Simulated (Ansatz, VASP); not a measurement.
**One calculation of Si, two programs**

File INCAR:

```
PREC     = Accurate       # precision mode
ENCUT    = 520            # plane-wave cutoff, eV
EDIFF    = 1E-6           # SCF threshold, eV
ISMEAR   = 0              # smearing method
SIGMA    = 0.03           # smearing width, eV
LREAL    = False          # projectors in reciprocal space
LASPH    = True           # aspherical terms in the spheres
NELM     = 60             # most SCF steps
ALGO     = Normal         # electronic algorithm
ISIF     = 2              # what is computed and relaxed
LWAVE    = False          # write WAVECAR
LCHARG   = True           # write CHGCAR
GGA      = CA             # functional
LELF     = True           # ELF
LVHAR    = True         
NBANDS   = 16             # bands
```

File KPOINTS:

```
regular mesh
0
Gamma
  12 12 6
```

The input POSCAR:

```
Si
1.0
    4.1061335852      0.0000000000      0.0000000000
   -2.0530667926      3.5560159961      0.0000000000
    0.0000000000      0.0000000000      6.2891200223
Si
4
Direct
    0.3333333333      0.6666666667      0.0630332891
    0.6666666667      0.3333333333      0.5630332891
    0.3333333333      0.6666666667      0.4369667109
    0.6666666667      0.3333333333      0.9369667109
```

Input for Ansatz:

```yaml
crystal:
  lattice:
    - [4.1061335852, 0.0, 0.0]
    - [-2.0530667926, 3.5560159961, 0.0]
    - [0.0, 0.0, 6.2891200223]
  atoms:
    - { symbol: Si, position: [0.3333333333, 0.6666666667, 0.0630332891] }
    - { symbol: Si, position: [0.6666666667, 0.3333333333, 0.5630332891] }
    - { symbol: Si, position: [0.3333333333, 0.6666666667, 0.4369667109] }
    - { symbol: Si, position: [0.6666666667, 0.3333333333, 0.9369667109] }
basis:
  ecutwfc: 420
kpoints:
  mp_grid: { grid: [12, 12, 6] }
hamiltonian:
  xc: lda
scf:
  occupations: { method: gaussian, width: 0.03 }
output:
  forces: true
  stress: true
  eigenvalues: true
```

Change from the starting cell: strain +0.080 along x and y, +0.000 along z, atoms carried along.

Alike in both runs: task single point; functional LDA; k mesh 12 × 12 × 6; occupations gaussian, width 0.03 eV; no spin polarisation.

|  | VASP | Ansatz |
| --- | --- | --- |
| version | VASP 6.6.1 | Ansatz 0.2.0 |
| potentials or method | VASP PAW LDA potentials, release 64 (Si), cutoff 520 eV | scalar-relativistic, plane waves, PAW |
| valence electrons in the cell | 16 | 16 |

VASP gave:

| Item | Value |
| --- | --- |
| gap on the k mesh at the Fermi level (eV) | none |
| pressure (GPa) | -9.9 |
| traceless stress, the component that is largest in VASP (GPa) | 8.22 |
| rms of the force components (eV/Å) | 0.337 |

Q: What did Ansatz give for the same quantities?

A: gap on the k mesh at the Fermi level (eV): none; pressure (GPa): -9.9; traceless stress, the component that is largest in VASP (GPa): 8.19; rms of the force components (eV/Å): 0.337.

LDA's correlation is that of Perdew and Zunger in VASP and of Perdew and Wang (1992) in Ansatz. Atom by atom the forces differ by 0.000 eV/Å (rms over components). A gap of «none» marks a metal or a gap that the smearing closes.
